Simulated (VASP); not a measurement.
Input of a VASP 6.6.1 run:

Contents of INCAR:

```
SYSTEM = CoW3
PREC     = Accurate       ! precision mode
ENCUT    = 520            ! plane-wave cutoff, eV
EDIFF    = 1E-6           ! SCF threshold, eV
ISMEAR   = 0              ! smearing method
SIGMA    = 0.1            ! smearing width, eV
LREAL    = .False.        ! projectors in reciprocal space
LASPH    = .True.         ! aspherical terms in the spheres
NELM     = 150            ! most SCF steps
ALGO     = Normal         ! electronic algorithm
ISIF     = 2              ! what is computed and relaxed
LWAVE    = .False.        ! write WAVECAR
LCHARG   = .False.        ! write CHGCAR
ISPIN    = 2              ! spin polarisation
MAGMOM   = 0.18 0.18 0 1.43 ! initial moments
LORBIT   = 11             ! projections on sites
LMAXMIX  = 4              ! l up to which the mixer works
GGA      = PE             ! functional
NBANDS   = 38             ! bands
```

The input KPOINTS:

```
regular mesh
0
Gamma
  6 6 6
  0 0 0
```

The input POSCAR:

```
CoW3
1.0
    0.0000000000      3.1073839574      3.1073839574
    3.1073839574      0.0000000000      3.1073839574
    3.1073839574      3.1073839574      0.0000000000
W Co
3 1
Direct
    0.2500000000      0.2500000000      0.2500000000
    0.7500000000      0.7500000000      0.7500000000
    0.5000000000      0.5000000000      0.5000000000
    0.0000000000      0.0000000000      0.0000000000
```

Potentials or basis: VASP PAW PBE potentials, release 64 (W_sv, Co).

Command:

```console
$ cat potpaw_PBE.64/W_sv/POTCAR potpaw_PBE.64/Co/POTCAR > POTCAR
$ mpirun -np 1 vasp_std > vasp.out
```

Task: Estimate the site moments.

Result: W +0.19, +0.04 (each value once); Co +1.32 μB.

Task: Estimate the net moment.

Result: 1.78 μB per cell.
